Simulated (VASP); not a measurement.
Input of a VASP 6.6.1 run:

The input INCAR:

```
  PREC = Accurate
  ENCUT = 520
  EDIFF = 1E-7
  ISMEAR = 0
  SIGMA = 0.1
  LREAL = False
  LASPH = True
  NELM = 100
  ALGO = Normal
  ISIF = 2
  LWAVE = False
  LCHARG = False
  GGA = PE
  NBANDS = 10
```

File KPOINTS:

```
Automatic mesh
0
Gamma
  6 6 6
```

POSCAR

```
Li
1.0
   -1.9290661861      1.9290661861      2.7590158373
    1.9290661861     -1.9290661861      2.7590158373
    1.9290661861      1.9290661861     -2.7590158373
Li
2
Direct
    0.7503318315      0.7503318315      0.0000000000
    0.2496681685      0.2496681685      0.0000000000
```

Potentials or basis: VASP PAW PBE potentials, release 64 (Li_sv).

Launch:

```sh
$ cat potpaw_PBE.64/Li_sv/POTCAR > POTCAR
$ mpirun -np 1 vasp_std > vasp.out
```

Q: Estimate the band gap on the k mesh.

A: Zero (bands 3 and 4 overlap by 0.68 eV).

Q: Estimate the largest force.

A: 0.005 eV/Å.

Forces on the atoms (eV/Å):
```
Li   0.000  0.000 -0.005
Li   0.000  0.000  0.005
```
